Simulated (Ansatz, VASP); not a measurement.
ZnO: VASP beside Ansatz

POSCAR

```
ZnO
1.0
    3.2351954566      0.0000000000      0.0000000000
   -1.6175977283      2.8017614516      0.0000000000
    0.0000000000      0.0000000000      5.2114259597
Zn O
2 2
Direct
    0.3333333333      0.6666666667      0.4996928418
    0.6666666667      0.3333333333     -0.0003071582
    0.6666666667      0.3333333333      0.3793171582
    0.3333333333      0.6666666667      0.8793171582
```

File INCAR.step1:

```
  PREC = Accurate
  ENCUT = 1480
  ISMEAR = 0
  SIGMA = 0.01
  LREAL = F
  LASPH = T
  NELM = 120
  NBANDS = 26
  GGA = PE
  ALGO = Normal
  EDIFF = 1E-5
  LWAVE = T
  LCHARG = F
  GGA_COMPAT = F
```

INCAR.step2

```
  PREC = Accurate
  ENCUT = 1480
  EDIFF = 1E-6
  ISMEAR = 0
  SIGMA = 0.01
  LREAL = F
  LASPH = T
  NELM = 120
  ALGO = Normal
  ISIF = 2
  LWAVE = F
  LCHARG = F
  METAGGA = R2SCAN
  LMIXTAU = T
  NBANDS = 26
  ISTART = 1
  GGA_COMPAT = F
```

The input KPOINTS:

```
regular mesh
0
Gamma
  8 8 4
```

Input for Ansatz:

```yaml
crystal:
  lattice:
    - [3.23519545663, 0.0, 0.0]
    - [-1.61759772832, 2.80176145165, 0.0]
    - [0.0, 0.0, 5.21142595974]
  atoms:
    - { symbol: Zn, position: [0.333333333333, 0.666666666667, 0.499692841827] }
    - { symbol: Zn, position: [0.666666666667, 0.333333333333, -0.000307158173] }
    - { symbol: O, position: [0.666666666667, 0.333333333333, 0.379317158173] }
    - { symbol: O, position: [0.333333333333, 0.666666666667, 0.879317158173] }
kpoints:
  mp_grid: { grid: [8, 8, 4] }
scf:
  occupations: { method: fixed }
  convergence: { dr2_threshold: 1.0e-10 }
hamiltonian:
  xc: r2scan
  pseudopotentials: { kind: paw }
output:
  forces: true
  stress: true
  eigenstates:
    kpoints:
      - [0.0, 0.0, 0.0]
      - [0.0, 0.0, -0.5]
      - [-0.5, 0.0, 0.0]
      - [-0.5, 0.5, 0.0]
      - [0.0, -0.5, 0.0]
      - [-0.5, 0.0, -0.5]
      - [-0.5, 0.5, -0.5]
      - [0.0, -0.5, -0.5]
  eigenvalues: true
```

Change from the starting cell: unstrained.

Alike in both runs: task single point; functional r2SCAN; k mesh 8 × 8 × 4; no spin polarisation.

|  | VASP | Ansatz |
| --- | --- | --- |
| version | VASP 6.6.1 | Ansatz 0.2.0 |
| potentials or method | VASP PAW PBE potentials, release 64 (Zn, O_h) | PAW with Ansatz's default frozen-core files, scalar-relativistic |
| plane-wave cutoff (eV) | 1480 | 500 |
| occupations | gaussian, width 0.01 eV | fixed |
| valence electrons in the cell | 36 | 36 |

VASP gave:

```
gap on the k mesh at the Fermi level (eV) : 1.24
pressure (GPa)                            : 1.0
```

Which values does Ansatz return?

gap on the k mesh at the Fermi level (eV): 1.24; pressure (GPa): 0.0.

VASP's potentials were made for PBE, not for r2SCAN.
